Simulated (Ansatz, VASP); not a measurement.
Mo in VASP and in Ansatz

```
CELL_PARAMETERS angstrom
-1.69668 1.69668 1.50816
1.69668 -1.69668 1.50816
1.69668 1.69668 -1.50816
ATOMIC_POSITIONS crystal
Mo 0.00000 0.00000 0.00000
```

Change from the starting cell: strain +0.080 along x and y, -0.040 along z, atoms carried along.

Alike in both runs: task single point; functional PBE; k mesh 22 × 22 × 22; occupations gaussian, width 0.15 eV; no spin polarisation.

|  | VASP | Ansatz |
| --- | --- | --- |
| version | VASP 6.6.1 | Ansatz 0.2.0 |
| potentials or method | VASP PAW PBE potentials, release 64 (Mo_sv), cutoff 520 eV | scalar-relativistic, plane waves, PAW |
| valence electrons in the cell | 14 | 14 |

```csv
,VASP,Ansatz,Ansatz less VASP
gap on the k mesh at the Fermi level (eV),none,none,-
pressure (GPa),-18.2,-18.6,-0.34
"traceless stress, the component that is largest in VASP (GPa)",16.91,16.91,+0.001
```

A gap of «none» marks a metal or a gap that the smearing closes. The functional is the same, so the differences come from potentials, cutoffs and numerics.
